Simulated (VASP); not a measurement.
HgTe: single point with PBE

Crystal: HgTe.

```
Hg Te
1.0
     0.00000    3.32622    3.32622
     3.32622    0.00000    3.32622
     3.32622    3.32622    0.00000
Hg Te
1 1
Direct
  0.00000 0.00000 0.00000
  0.25000 0.25000 0.25000
```

- Program: VASP 6.6.1
- Task: single point
- Functional: PBE
- Potentials or basis: VASP PAW PBE potentials, release 64 (Hg, Te)
- Cutoff: 520 eV
- k mesh: 12 × 12 × 12
- Occupations: gaussian, width 0.1 eV
- Spin: no spin polarisation
- Dipole correction: no
- Further INCAR settings: ALGO = Normal; EDIFF = 1e-06; NBANDS = 16

```json
{
 "Pressure": "0.0 GPa",
 "Band gap on the k mesh": "zero (filled and empty bands touch)"
}
```

Levels at points of the mesh, in eV from the Fermi level:
| k point | band 7 | band 8 | band 9 | band 10 | band 11 | band 12 |
| --- | --- | --- | --- | --- | --- | --- |
| (0.00, 0.00, 0.00) | -1.00 | -0.07 | -0.07 | -0.07 | 4.30 | 4.30 |
| (0.50, 0.00, 0.00) | -5.02 | -0.90 | -0.90 | 0.63 | 5.04 | 5.04 |
| (0.50, 0.50, 0.00) | -5.05 | -2.00 | -2.00 | 1.84 | 2.64 | 7.85 |

Run time: 110 s on 1 thread of Intel Xeon 8259CL, on a shared host, peak memory 0.26 GiB.

Caveat: semilocal functionals underestimate gaps, so a narrow gap can read as zero; spin-orbit coupling is left out, which moves the levels of the heavy elements.
